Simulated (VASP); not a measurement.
Write the native input for VASP 6.6.1 that does the following.

```
Task                   : single point
Functional             : PBEsol
Potentials or basis    : VASP PAW PBE potentials, release 64 (Ti_sv)
Cutoff                 : 520 eV
k mesh                 : 16 × 16 × 16
Occupations            : fermi-dirac, width 0.1 eV
Spin                   : no spin polarisation
Dipole correction      : no
Further INCAR settings : ALGO = Normal; EDIFF = 1e-07; NBANDS = 19
```

The structure of Ti lies in POSCAR:

```
Ti
1.0
    0.0000000000      2.7668654380      2.7668654380
    2.7668654380      0.0000000000      2.7668654380
    2.7668654380      2.7668654380      0.0000000000
Ti
2
Direct
    0.1250000000      0.1250000000      0.1250000000
    0.8750000000      0.8750000000      0.8750000000
```

These files were run (other wordings do the same):

INCAR

```
SYSTEM = Ti
PREC = Accurate
ENCUT = 520
EDIFF = 1E-7
ISMEAR = -1
SIGMA = 0.1
LREAL = .FALSE.
LASPH = .TRUE.
NELM = 80
ALGO = Normal
ISIF = 2
LWAVE = .FALSE.
LCHARG = .FALSE.
GGA = PS
NBANDS = 19
```

KPOINTS

```
regular mesh
0
G
  16 16 16
  0 0 0
```

Potentials or basis: VASP PAW PBE potentials, release 64 (Ti_sv).

Command:

```sh
$ cat potpaw_PBE.64/Ti_sv/POTCAR > POTCAR
$ mpirun -np 1 vasp_std > vasp.out
```

It gave:

| Quantity | Value |
| --- | --- |
| Pressure | 0.2 GPa |
| Band gap on the k mesh | zero (band 12 reaches 5.99 eV, above the bottom of band 13 at 5.74 eV) |

Caveat: the PAW data sets were made with another functional, which shifts forces and pressure a little.

Run time: 100 s on 1 thread of Intel(R) Xeon(R) Platinum 8375C CPU @ 2.90GHz (Ice Lake), on a shared host, peak memory 0.23 GiB.
